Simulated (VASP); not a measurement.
Input of a VASP 6.6.1 run:

INCAR

```
SYSTEM = Au
PREC = Accurate ; ENCUT = 520
EDIFF = 1E-6 ; ISMEAR = 0
SIGMA = 0.1 ; LREAL = .FALSE.
LASPH = .TRUE. ; NELM = 80
ALGO = Fast ; ISIF = 2
LWAVE = .FALSE. ; LCHARG = .FALSE.
GGA = PE ; NBANDS = 30
```

Contents of KPOINTS:

```
regular mesh
0
G
  7 7 15
  0 0 0
```

File POSCAR:

```
Au
1.0
    6.1509282551      0.0006852844     -0.1171931611
   -2.7834998839      5.4850749553      0.1171931611
   -1.5316379090      0.9401943803      2.2507070780
Au
4
Direct
    0.0000000000      0.5000000000      0.0000000000
    0.5000000000      0.5000000000      0.0000000000
    0.0000000000      0.0000000000      0.0000000000
    0.5000000000      0.0000000000      0.0000000000
```

Potentials or basis: VASP PAW PBE potentials, release 64 (Au).

Command:

```console
$ cat potpaw_PBE.64/Au/POTCAR > POTCAR
$ mpirun -np 1 vasp_std > vasp.out
```

(1) Estimate the band gap on the k mesh.

(2) What does it give for the pressure?

## Answers

(1) zero (bands 22 and 23 overlap by 4.56 eV).

(2) -2.7 GPa.

Caveat: spin-orbit coupling is left out, which moves the levels of the heavy elements.
